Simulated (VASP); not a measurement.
Here is a VASP 6.6.1 calculation.

INCAR

```
PREC = Accurate
ENCUT = 520
EDIFF = 1E-7
ISMEAR = 0
SIGMA = 0.05
LREAL = False
LASPH = True
NELM = 100
ALGO = Normal
ISIF = 2
LWAVE = False
LCHARG = True
GGA = PS
LELF = True
LVHAR = True
NBANDS = 18
```

KPOINTS

```
Automatic mesh
0
Gamma
  10 10 6
```

Contents of POSCAR:

```
YN2
1.0
    3.4554630027      0.0000000000      0.0000000000
   -1.7277315013      2.9925187422      0.0000000000
    0.0000000000      0.0000000000      3.1760387477
Y N
1 2
Direct
    0.0000000000      0.0000000000      0.0000000000
    0.3333333333      0.6666666667      0.5000230988
    0.6666666667      0.3333333333      0.4999769012
```

Potentials or basis: VASP PAW PBE potentials, release 64 (Y_sv, N).

The run is started by

```sh
$ cat potpaw_PBE.64/Y_sv/POTCAR potpaw_PBE.64/N/POTCAR > POTCAR
$ mpirun -np 1 vasp_std > vasp.out
```

Q: Predict the band gap on the k mesh.

A: Zero (an odd number of electrons rules out a gap without spin polarisation).

Q: Predict the pressure.

A: -0.1 GPa.

Caveat: the PAW data sets were made with another functional, which shifts forces and pressure a little.
